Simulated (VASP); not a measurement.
Input of a VASP 6.6.1 run:

File POSCAR:

```
SrTe
1.0
    0.0000000000      3.3509446948      3.3509446948
    3.3509446948      0.0000000000      3.3509446948
    3.3509446948      3.3509446948      0.0000000000
Sr Te
1 1
Direct
    0.5000000000      0.5000000000      0.5000000000
    0.0000000000      0.0000000000      0.0000000000
```

INCAR.step1

```
SYSTEM = SrTe
PREC     = Accurate       ! precision mode
ENCUT    = 550            ! plane-wave cutoff, eV
ISMEAR   = 0              ! smearing method
SIGMA    = 0.02           ! smearing width, eV
LREAL    = .FALSE.        ! projectors in reciprocal space
LASPH    = .TRUE.         ! aspherical terms in the spheres
NELM     = 120            ! most SCF steps
NBANDS   = 15             ! bands
GGA      = PE             ! functional
ALGO     = Normal         ! electronic algorithm
EDIFF    = 1E-5           ! SCF threshold, eV
LWAVE    = .TRUE.         ! write WAVECAR
LCHARG   = .FALSE.        ! write CHGCAR
GGA_COMPAT= .FALSE.
```

File INCAR.step2:

```
SYSTEM = SrTe
PREC     = Accurate       ! precision mode
ENCUT    = 550            ! plane-wave cutoff, eV
EDIFF    = 1E-6           ! SCF threshold, eV
ISMEAR   = 0              ! smearing method
SIGMA    = 0.02           ! smearing width, eV
LREAL    = .FALSE.        ! projectors in reciprocal space
LASPH    = .TRUE.         ! aspherical terms in the spheres
NELM     = 120            ! most SCF steps
ALGO     = Normal         ! electronic algorithm
ISIF     = 2              ! what is computed and relaxed
LWAVE    = .FALSE.        ! write WAVECAR
LCHARG   = .TRUE.         ! write CHGCAR
METAGGA  = R2SCAN         ! meta-GGA
LMIXTAU  = .TRUE.       
LELF     = .TRUE.         ! ELF
LVHAR    = .TRUE.       
NBANDS   = 15             ! bands
ISTART   = 1            
GGA_COMPAT= .FALSE.
```

File KPOINTS:

```
regular mesh
0
G
  8 8 8
  0 0 0
```

Potentials or basis: VASP PAW PBE potentials, release 64 (Sr_sv, Te).

Run with:

```sh
$ cat potpaw_PBE.64/Sr_sv/POTCAR potpaw_PBE.64/Te/POTCAR > POTCAR
$ cp INCAR.step1 INCAR
$ mpirun -np 1 vasp_std > vasp.out
$ cp INCAR.step2 INCAR
$ mpirun -np 1 vasp_std > vasp.out
```

Problem. Predict the pressure.

Solution. 0.2 GPa.

Problem. Estimate the band gap on the k mesh.

Solution. 2.14 eV (least direct gap 2.89 eV).

Caveat: the PAW data sets were made with another functional, which shifts forces and pressure a little; spin-orbit coupling is left out, which moves the levels of the heavy elements. A k mesh can miss the band edges.
